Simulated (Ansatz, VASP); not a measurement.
One calculation of SnO, two programs

INCAR

```
SYSTEM = SnO
PREC     = Accurate       ! precision mode
ENCUT    = 520            ! plane-wave cutoff, eV
EDIFF    = 1E-6           ! SCF threshold, eV
ISMEAR   = 0              ! smearing method
SIGMA    = 0.15           ! smearing width, eV
LREAL    = .FALSE.        ! projectors in reciprocal space
LASPH    = .TRUE.         ! aspherical terms in the spheres
NELM     = 100            ! most SCF steps
ALGO     = Normal         ! electronic algorithm
ISIF     = 2              ! what is computed and relaxed
LWAVE    = .FALSE.        ! write WAVECAR
LCHARG   = .FALSE.        ! write CHGCAR
GGA      = PS             ! functional
NBANDS   = 28             ! bands
```

KPOINTS

```
regular mesh
0
G
  12 12 10
  0 0 0
```

The input POSCAR:

```
SnO
1.0
    3.8104371461      0.0401141422      0.2563588139
    0.0401141422      3.7546371904      0.2690982634
    0.3260787018      0.3422827990      4.7790994450
Sn O
2 2
Direct
    0.0099508547      0.5006284535      0.2416253841
    0.5089532609     -0.0043671963      0.7632063211
   -0.0099958339      0.0058167161      0.0014349817
    0.4910917184      0.4979220267     -0.0062666868
```

Input for Ansatz:

```yaml
crystal:
  lattice:
    - [3.8104371461, 0.0401141422, 0.2563588139]
    - [0.0401141422, 3.7546371904, 0.2690982634]
    - [0.3260787018, 0.342282799, 4.779099445]
  atoms:
    - { symbol: Sn, position: [0.0099508547, 0.5006284535, 0.2416253841] }
    - { symbol: Sn, position: [0.5089532609, -0.0043671963, 0.7632063211] }
    - { symbol: O, position: [-0.0099958339, 0.0058167161, 0.0014349817] }
    - { symbol: O, position: [0.4910917184, 0.4979220267, -0.0062666868] }
basis:
  ecutwfc: 420
kpoints:
  mp_grid: { grid: [12, 12, 10] }
hamiltonian:
  xc: pbesol
scf:
  occupations: { method: gaussian, width: 0.15 }
output:
  forces: true
  stress: true
  eigenvalues: true
```

Change from the starting cell: all atoms moved at random (sigma 0.03 Å a component), cell strained at random (sigma 0.05).

Alike in both runs: task single point; functional PBEsol; k mesh 12 × 12 × 10; occupations gaussian, width 0.15 eV; no spin polarisation.

```csv
,VASP,Ansatz
version,VASP 6.6.1,Ansatz 0.2.0
potentials or method,"VASP PAW PBE potentials, release 64 (Sn_d, O), cutoff 520 eV","scalar-relativistic, plane waves, PAW"
valence electrons in the cell,40,40
```

```tsv
	VASP	Ansatz	Ansatz less VASP
gap on the k mesh at the Fermi level (eV)	none	none	-
pressure (GPa)	7.2	6.9	-0.30
traceless stress, the component that is largest in VASP (GPa)	-9.35	-9.19	+0.162
rms of the force components (eV/Å)	0.888	0.846	-0.0424
```

VASP's potentials were made for PBE, not for PBEsol. Atom by atom the forces differ by 0.046 eV/Å (rms over components). A gap of «none» marks a metal or a gap that the smearing closes.
